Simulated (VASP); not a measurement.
# Nd (Pm-3m) in VASP: single point with LDA

Aim: the single point of Nd with LDA.

Everything below comes from runs of VASP 6.6.1. Logs are shortened: lines on timing, memory, paths and dates and some standing lists are left out, and cuts for length are marked.

## 1. The cell of the first run

Symmetry: Pm-3m, No. 221, cubic system. Conventional cell: a = 2.556 Å, b = 2.556 Å, c = 2.556 Å, α = 90.00°, β = 90.00°, γ = 90.00°. Nd (site symmetry m-3m) has 6 Nd at 2.56 Å within 3.4 Å.

## 2. Single point, LDA

INCAR

```
ALGO = Normal ; EDIFF = 1E-6
ENCUT = 520 ; GGA = CA
ISIF = 2 ; ISMEAR = -1
LASPH = True ; LCHARG = False
LREAL = False ; LWAVE = False
NBANDS = 13 ; NELM = 100
PREC = Accurate ; SIGMA = 0.13605693000000002
```

KPOINTS

```
k-points
0
Gamma
  13 13 13
```

POSCAR

```
Nd
1.0
    2.5559645078      0.0000000000      0.0000000000
    0.0000000000      2.5559645078      0.0000000000
    0.0000000000      0.0000000000      2.5559645078
Nd
1
Direct
    0.0000000000      0.0000000000      0.0000000000
```

Potentials or basis: VASP PAW PBE potentials, release 64 (Nd).

Started as:

```console
cat potpaw_PBE.64/Nd/POTCAR > POTCAR
mpirun -np 1 vasp_std > vasp.out
```

OUTCAR:

```text
EDIFF = 1E-6
   ENCUT = 520
   GGA = CA
   ISIF = 2
   ISMEAR = -1
   LASPH = True
   LREAL = False
   NELM = 100
   PREC = Accurate

 ion  position               nearest neighbor table
   1  0.000  0.000  0.000-

  LATTYP: Found a simple cubic cell.
 ALAT       =     2.5559645078

  Lattice vectors:

 A1 = (   2.5559645078,   0.0000000000,   0.0000000000)
 A2 = (   0.0000000000,   2.5559645078,   0.0000000000)
 A3 = (   0.0000000000,   0.0000000000,   2.5559645078)

Analysis of symmetry for initial positions (statically):
=====================================================================
 Subroutine PRICEL returns:
 Original cell was already a primitive cell.

 Routine SETGRP: Setting up the symmetry group for a
 simple cubic supercell.

 Subroutine GETGRP returns: Found 48 space group operations
 (whereof 48 operations were pure point group operations)
 out of a pool of 48 trial point group operations.

The static configuration has the point symmetry O_h .

Analysis of symmetry for dynamics (positions and initial velocities):
=====================================================================
 Subroutine PRICEL returns:
 Original cell was already a primitive cell.

 Routine SETGRP: Setting up the symmetry group for a
 simple cubic supercell.

 Subroutine GETGRP returns: Found 48 space group operations
 (whereof 48 operations were pure point group operations)
 out of a pool of 48 trial point group operations.

The dynamic configuration has the point symmetry O_h .

 Subroutine INISYM returns: Found 48 space group operations
 (whereof 48 operations are pure point group operations),
 and found     1 'primitive' translations

----------------------------------------------------------------------------------------

                                     Primitive cell

  volume of cell :      16.6980

  direct lattice vectors                    reciprocal lattice vectors
     2.555964508  0.000000000  0.000000000     0.391241739  0.000000000  0.000000000
     0.000000000  2.555964508  0.000000000     0.000000000  0.391241739  0.000000000
     0.000000000  0.000000000  2.555964508     0.000000000  0.000000000  0.391241739

  length of vectors
     2.555964508  2.555964508  2.555964508     0.391241739  0.391241739  0.391241739

  position of ions in fractional coordinates (direct lattice)
     0.000000000  0.000000000  0.000000000

  ion indices of the primitive-cell ions
   primitive index   ion index
                 1           1

----------------------------------------------------------------------------------------

 KPOINTS: k-points

Automatic generation of k-mesh.
 Grid dimensions read from file:
 generate k-points for:   13   13   13

 Generating k-lattice:

  Cartesian coordinates                     Fractional coordinates (reciprocal lattice)
     0.030095518  0.000000000  0.000000000     0.076923077  0.000000000  0.000000000
     0.000000000  0.030095518  0.000000000     0.000000000  0.076923077  0.000000000
     0.000000000  0.000000000  0.030095518     0.000000000  0.000000000  0.076923077

  Length of vectors
     0.030095518  0.030095518  0.030095518

  Shift w.r.t. Gamma in fractional coordinates (k-lattice)
     0.000000000  0.000000000  0.000000000

 Subroutine IBZKPT returns following result:
 ===========================================

 Found     84 irreducible k-points:

 Following reciprocal coordinates:
            Coordinates               Weight
  0.000000  0.000000  0.000000      1.000000
  0.076923  0.000000  0.000000      6.000000
  0.153846  0.000000  0.000000      6.000000
  0.230769  0.000000  0.000000      6.000000
  0.307692  0.000000  0.000000      6.000000
  0.384615  0.000000  0.000000      6.000000
[... 16 lines left out ...]
  0.307692  0.307692  0.000000     12.000000
  0.384615  0.307692  0.000000     24.000000
 [... further k-points ...]
   k-points           NKPTS =     84   k-points in BZ     NKDIM =     84   number of bands    NBANDS=     13
   number of dos      NEDOS =    301   number of ions     NIONS =      1
   total plane-waves  NPLWV =   8000
   dimension x,y,z NGX =    20 NGY =   20 NGZ =   20
   dimension x,y,z NGXF=    40 NGYF=   40 NGZF=   40
   ions per type =               1
   NGX,Y,Z   is equivalent  to a cutoff of  13.01, 13.01, 13.01 a.u.
   NGXF,Y,Z  is equivalent  to a cutoff of  26.02, 26.02, 26.02 a.u.
 SYSTEM =  unknown system
   PREC   = accura    normal or accurate (medium, high low for compatibility)
   ISTART =      0    job   : 0-new  1-cont  2-samecut
   ICHARG =      2    charge: 1-file 2-atom 10-const
   ISPIN  =      1    spin polarized calculation?
   LNONCOLLINEAR =      F non collinear calculations
   LSORBIT =      F    spin-orbit coupling
   LASPH  =      T    aspherical Exc in radial PAW
   ENCUT  =  520.0 eV  38.22 Ry    6.18 a.u.   4.75  4.75  4.75*2*pi/ulx,y,z
   NELM   =    100;   NELMIN=  2; NELMDL= -5     # of ELM steps
   EDIFF  = 0.1E-05   stopping-criterion for ELM
   LREAL  =      F    real-space projection
   EDIFFG = 0.1E-04   stopping-criterion for IOM
   NSW    =      0    number of steps for IOM
   IBRION =     -1    ionic relax: 0-MD 1-quasi-New 2-CG
   NFREE  =      0    steps in history (QN), initial steepest desc. (CG)
   ISIF   =      2    stress and relaxation
   ISYM   =      2    0-nonsym 1-usesym 2-fastsym
   POTIM  = 0.5000    time-step for ionic-motion
   TEBEG  =    0.0;   TEEND  =   0.0 temperature during run
   PSTRESS=    0.0 pullay stress
   NELECT =      14.0000    total number of electrons
   NUPDOWN=      -1.0000    fix difference up-down
   EMIN   =  10.00;   EMAX   =-10.00  energy-range for DOS
   EFERMI =   0.00;   METHOD = LEGACY
   ISMEAR =    -1;   SIGMA  =   0.14  broadening in eV -4-tet -1-fermi 0-gaus
   EFERMI_NEDOS =   21; number of points for ismear=-14 and -15
   IALGO  =     38    algorithm
   IMIX   =      4    mixing-type and parameters
     AMIX     =   0.40;   BMIX     =  1.00
     AMIX_MAG =   1.60;   BMIX_MAG =  1.00
  volume/ion in A,a.u.               =      16.70       112.68
  Fermi-wavevector in a.u.,A,eV,Ry     =   1.543699  2.917169 32.422783  2.383007
  Thomas-Fermi vector in A             =   2.649325
   LORBIT       =      0    0 simple, 1 ext, 2 COOP (PROOUT), +10 PAW based schemes
   GGA     = CA    functional components
   LHFCALC =     F    Hartree Fock is set to
   AEXX    =    0.0000 exact exchange contribution
   IVDW    =     0    specifies the selected vdW correction
   LEPSILON=     F    determine dielectric tensor
   LRPA    =     F    only Hartree local field effects (RPA)
 non-spin polarized calculation
  energy-cutoff  :      520.00
  volume of cell :       16.70
 maximum number of plane-waves:       462
 NGX is ok and might be reduce to    20
   NGX =  9   NGY =  9   NGZ =  9

 number of electron      14.0000000 magnetization

 Free energy of the ion-electron system (eV)
  ---------------------------------------------------
  ext. energy  EPLUGINS =         0.00000000
  ---------------------------------------------------
  free energy    TOTEN  =        -6.95935803 eV

  energy without entropy =       -6.75239132  energy(sigma->0) =       -6.85587468

 E-fermi :  10.1854     XC(G=0): -13.8129

 val. band max:       10.1750109977   @ k =   0.3077   0.1538   0.1538
 cond. band min:      10.2002998636   @ k =   0.3846   0.3846   0.3077
 fundamental gap:      0.0252888659
 Fermi energy:        10.1853684383

 k-point     1 :       0.0000    0.0000    0.0000
  band No.  band energies     occupation
      1     -28.5007      2.00000
      2      -4.9917      2.00000
      3      -4.9917      2.00000
      4      -4.9917      2.00000
      5       7.8698      2.00000
      6       7.8698      2.00000
      7       8.9413      1.99979
      8      10.4023      0.33762
      9      10.4023      0.33762
     10      10.4023      0.33762
     11      11.2922      0.00059
     12      11.2922      0.00059
     13      11.2922      0.00059

 k-point     2 :       0.0769    0.0000    0.0000
  band No.  band energies     occupation
      1     -28.4285      2.00000
      2      -5.6330      2.00000
      3      -4.9363      2.00000
      4      -4.9363      2.00000
      5       7.9281      2.00000
      6       8.2274      2.00000
      7       9.4125      1.99320
      8      10.3885      0.36687
      9      10.4240      0.29514
     10      10.4240      0.29514
     11      11.2926      0.00058
     12      11.3012      0.00055
     13      11.3016      0.00055

 k-point     3 :       0.1538    0.0000    0.0000
  band No.  band energies     occupation
      1     -28.2213      2.00000
      2      -7.1478      2.00000
      3      -4.7796      2.00000
      4      -4.7796      2.00000
      5       8.0974      2.00000
      6       8.5578      1.99999
      7      10.3460      0.46997
      8      10.4873      0.19605
      9      10.4873      0.19605
     10      10.6490      0.06411
     11      11.2386      0.00087
     12      11.3306      0.00044
     13      11.3306      0.00044
[... 305 lines left out ...]
 k-point    23 :       0.3077    0.3077    0.0000
  band No.  band energies     occupation
      1     -26.5985      2.00000
      2      -9.6513      2.00000
      3      -9.6401      2.00000
      4      -3.6196      2.00000
      5       7.5819      2.00000
      6       9.2601      1.99778
      7       9.8659      1.82558
      8      10.7669      0.02746
      9      10.8133      0.01960
     10      11.0756      0.00288
     11      11.6315      0.00005
     12      11.9469      0.00000
     13      12.1757      0.00000

 k-point    24 :       0.3846    0.3077    0.0000
  band No.  band energies     occupation
      1     -26.2708      2.00000
      2     -10.8459      2.00000
      3      -9.3548      2.00000
      4      -3.4059      2.00000
      5       6.6823      2.00000
      6       9.3821      1.99456
      7       9.7751      1.90656
      8      10.7367      0.03416
      9      10.9245      0.00870
     10      11.2077      0.00109
     11      11.5974      0.00006
     12      11.7333      0.00002
     13      12.4730      0.00000

 [... further k-points ...]
[... 5 lines left out ...]
  --------------------------------------------------------------------------------------
  -------------------------------------------------------------------------------------
  Total        0.2295308      0.2295308      0.2295308      0.0000000      0.0000000     -0.0000000
  in kB       22.0235380     22.0235380     22.0235380      0.0000000      0.0000000     -0.0000000
  external PRESSURE =      22.0235380 kB  Pullay stress =       0.0000000 kB

 VOLUME and BASIS-vectors are now :
 -----------------------------------------------------------------------------
  energy-cutoff  :      520.00
  volume of cell :       16.70
      direct lattice vectors                 reciprocal lattice vectors
     2.555964508  0.000000000  0.000000000     0.391241739  0.000000000  0.000000000
     0.000000000  2.555964508  0.000000000     0.000000000  0.391241739  0.000000000
     0.000000000  0.000000000  2.555964508     0.000000000  0.000000000  0.391241739

 POSITION                                       TOTAL-FORCE (eV/Angst)
 -----------------------------------------------------------------------------------
      0.00000      0.00000      0.00000         0.000000      0.000000      0.000000
 -----------------------------------------------------------------------------------
    total drift:                                0.000000      0.000000      0.000000

  FREE ENERGIE OF THE ION-ELECTRON SYSTEM (eV)
  ---------------------------------------------------
  free  energy   TOTEN  =        -6.9593580327 eV

  energy  without entropy=       -6.7523913214  energy(sigma->0) =       -6.85587468
```

Run time: 11 s. Hardware: 1 thread of Intel Xeon Platinum 8488C (Sapphire Rapids), shared host; peak memory 0.13 GiB.

Results:

* Free energy: -6.9594 eV
* Pressure: 2.2 GPa
* Band gap on the k mesh: zero (band 7 reaches 10.35 eV, above the bottom of band 8 at 9.13 eV)

Caveat: the PAW data sets were made with another functional, which shifts forces and pressure a little; spin-orbit coupling is left out, which moves the levels of the heavy elements. Spin polarisation is off, so any magnetic state and its effect on volume and gap are missing.
